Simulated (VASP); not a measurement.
Runs of VASP 6.6.1 on Si5As3. The structure is that of space group Im-3m (No. 229), or close to it. The cells are those of the table. 

| task | cell | k mesh | cutoff (eV) | gap on the mesh (eV) | pressure (GPa) | relaxed volume (Å³/atom) |
| --- | --- | --- | --- | --- | --- | --- |
| single point | a = 5.886 Å, angles 109.5°, 8 atoms | 4 × 4 × 4 | 520 | none | -9.4 | - |
| single point | a = 5.562 Å, angles 109.5°, 8 atoms | 4 × 4 × 4 | 520 | none | 0.1 | - |
| single point | a = 5.551 Å, angles 109.5°, 8 atoms | 8 × 8 × 8 | 520 | none | 0.1 | - |
| relaxation of cell and atoms | relaxed from a = 5.562 Å, angles 109.5°, 8 atoms | 8 × 8 × 8 | 600 | none | 0.0 | (a) |
| relaxation of cell and atoms | relaxed from a = 5.886 Å, angles 109.5°, 8 atoms | 4 × 4 × 4 | 600 | none | 0.2 | 16.54 |

Alike in all rows: level PBE; potentials or basis VASP PAW PBE potentials, release 64 (Si, As); no spin polarisation; smearing gaussian 0.1 eV.

**Question.** Estimate the missing entries.

**Answer.** (a) 16.48.

Caveats: the volume moved by over 15 % at a fixed basis, so the end points are rough (some runs).

A k mesh can miss the band edges, and the runs leave out spin-orbit coupling on As.

A gap of «none» marks levels without a gap at the run's occupations.
